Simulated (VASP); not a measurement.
Rb2YInF6:

```
Rb Y In F
1.0
     0.00000    4.81881    4.81881
     4.81881    0.00000    4.81881
     4.81881    4.81881    0.00000
Rb Y In F
2 1 1 6
Direct
  0.75000 0.75000 0.75000
  0.25000 0.25000 0.25000
  0.00000 0.00000 0.00000
  0.50000 0.50000 0.50000
  0.77281 0.22719 0.22719
  0.22719 0.22719 0.77281
  0.22719 0.77281 0.77281
  0.22719 0.77281 0.22719
  0.77281 0.22719 0.77281
  0.77281 0.77281 0.22719
```

```yaml
Program: VASP 6.6.1
Task: relaxation of cell and atoms
Functional: PBEsol
Potentials_or_basis: VASP PAW PBE potentials, release 64 (Rb_sv, Y_sv, In_d, F)
Cutoff: 600 eV
k_mesh: 3 × 3 × 3
Occupations: fermi-dirac, width 0.02 eV
Spin: no spin polarisation
```

At the start: pressure -2.5 GPa; volume 22.38 Å³/atom.

**Question.** How do energy, volume and symmetry change on relaxing?

**Answer.** Over 5 steps the energy falls by 11.7 meV/atom and the volume is 20.82 Å³/atom (-7.0 %); space group Fm-3m (No. 225, to 0.05 Å).

Step by step:
| step | energy change (eV) | largest force (eV/Å) | pressure (GPa) | volume (Å³) |
| --- | --- | --- | --- | --- |
| 1 | 0.0000 | 0.2580 | -2.49 | 223.80 |
| 2 | -0.0934 | 0.2837 | -0.08 | 212.71 |
| 3 | -0.0940 | 0.2434 | -0.27 | 213.44 |
| 4 | -0.1089 | 0.1444 | -0.16 | 211.31 |
| 5 | -0.1165 | 0.0029 | 0.04 | 208.24 |

Final structure:
```
Rb Y In F
1.0
     0.00000    4.70444    4.70444
     4.70444    0.00000    4.70444
     4.70444    4.70444    0.00000
Rb Y In F
2 1 1 6
Direct
  0.75000 0.75000 0.75000
  0.25000 0.25000 0.25000
  0.00000 0.00000 0.00000
  0.50000 0.50000 0.50000
  0.77132 0.22868 0.22868
  0.22868 0.22868 0.77132
  0.22868 0.77132 0.77132
  0.22868 0.77132 0.22868
  0.77132 0.22868 0.77132
  0.77132 0.77132 0.22868
```

Caveat: the PAW data sets were made with another functional, which shifts forces and pressure a little.
